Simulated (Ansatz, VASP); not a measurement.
Al in VASP and in Ansatz

INCAR

```
ALGO = Normal ; EDIFF = 1E-7
ENCUT = 520 ; GGA = PS
ISIF = 2 ; ISMEAR = 0
LASPH = True ; LCHARG = True
LELF = True ; LREAL = False
LVHAR = True ; LWAVE = False
NBANDS = 8 ; NELM = 100
PREC = Accurate ; SIGMA = 0.15
```

File KPOINTS:

```
k-points
0
Gamma
  20 20 20
```

The input POSCAR:

```
Al
1.0
   -1.5912186900      1.5116577555      1.5116577555
    1.5912186900     -1.6707796245      1.6707796245
    1.5912186900      1.6707796245     -1.6707796245
Al
1
Direct
    0.0000000000      0.0000000000      0.0000000000
```

Input for Ansatz:

```yaml
crystal:
  lattice:
    - [-1.59121869, 1.5116577555, 1.5116577555]
    - [1.59121869, -1.6707796245, 1.6707796245]
    - [1.59121869, 1.6707796245, -1.6707796245]
  atoms:
    - { symbol: Al, position: [0.0, 0.0, 0.0] }
basis:
  ecutwfc: 420
kpoints:
  mp_grid: { grid: [20, 20, 20] }
hamiltonian:
  xc: pbesol
scf:
  occupations: { method: gaussian, width: 0.15 }
output:
  forces: true
  stress: true
  eigenvalues: true
```

Change from the starting cell: strain -0.1000 x Voigt [0, 0, 0, 1, 0, 0], atoms carried along.

Alike in both runs: task single point; functional PBEsol; k mesh 20 × 20 × 20; occupations gaussian, width 0.15 eV; no spin polarisation.

|  | VASP | Ansatz |
| --- | --- | --- |
| version | VASP 6.6.1 | Ansatz 0.2.0 |
| potentials or method | VASP PAW PBE potentials, release 64 (Al), cutoff 520 eV | scalar-relativistic, plane waves, PAW |
| valence electrons in the cell | 3 | 3 |

```tsv
	VASP	Ansatz	Ansatz less VASP
gap on the k mesh at the Fermi level (eV)	none	none	-
pressure (GPa)	3.4	3.4	-0.07
traceless stress, the component that is largest in VASP (GPa)	5.19	5.15	-0.036
```

VASP's potentials were made for PBE, not for PBEsol. A gap of «none» marks a metal or a gap that the smearing closes. The functional is the same, so the differences come from potentials, cutoffs and numerics.
